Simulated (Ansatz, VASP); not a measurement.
## Cu, level by level in two programs

```xyz
1
Lattice="0.0000 1.7831 1.7831 1.7831 0.0000 1.7831 1.7831 1.7831 0.0000" Properties=species:S:1:pos:R:3 pbc="T T T"
Cu    0.0000    0.0000    0.0000
```

Single points on this cell with VASP 6.6.1 and Ansatz 0.2.0. Each row is one pair of runs. Alike in all rows: spin: off; smearing: fermi-dirac, width 0.05 eV.

| level | k mesh | VASP's potentials, cutoff | Ansatz's potentials, cutoff | gap on the k mesh at the Fermi level (eV), VASP | gap on the k mesh at the Fermi level (eV), Ansatz | pressure (GPa), VASP | pressure (GPa), Ansatz |
| --- | --- | --- | --- | --- | --- | --- | --- |
| PBEsol-based screened hybrid | 7 × 7 × 7 | VASP PAW PBE potentials, release 64 (Cu), 520 eV | Ansatz PAW, 420 eV | none | none | 1.7 | 1.5 |
| r2SCAN+rVV10 | 13 × 13 × 13 | VASP PAW PBE potentials, release 64 (Cu), 520 eV | Ansatz PAW, 500 eV | none | none | 0.1 | -0.8 |
| RPBE | 13 × 13 × 13 | VASP PAW PBE potentials, release 64 (Cu), 600 eV | Ansatz PAW, 420 eV | none | none | 14.4 | 13.7 |
| revPBE+D3(BJ) | 13 × 13 × 13 | VASP PAW PBE potentials, release 64 (Cu), 600 eV | Ansatz PAW, 420 eV | none | none | -4.5 | -5.2 |
| BLYP+D4 | 13 × 13 × 13 | VASP PAW PBE potentials, release 64 (Cu), 600 eV | Ansatz PAW, 420 eV | none | none | 2.0 | 1.4 |
| PBE+D3(BJ) | 13 × 13 × 13 | VASP PAW PBE potentials, release 64 (Cu), 600 eV | Ansatz PAW, 420 eV | none | none | 0.1 | -0.5 |
| PBEsol+D3(BJ) | 13 × 13 × 13 | VASP PAW PBE potentials, release 64 (Cu), 600 eV | Ansatz PAW, 420 eV | none | none | -7.5 | -8.2 |
| RPBE+D3(BJ) | 13 × 13 × 13 | VASP PAW PBE potentials, release 64 (Cu), 600 eV | Ansatz PAW, 420 eV | none | none | -27.5 | -28.2 |

Pressure (GPa): the two programs differ by at most 0.91.

VASP's potentials hold 11 valence electrons a cell and Ansatz's 19, so a difference there can come from the potentials and not from the codes.

A gap of «none» marks a metal or a gap that the smearing closes.

The k mesh is coarse in some rows, so the values compare programs but aren't converged.
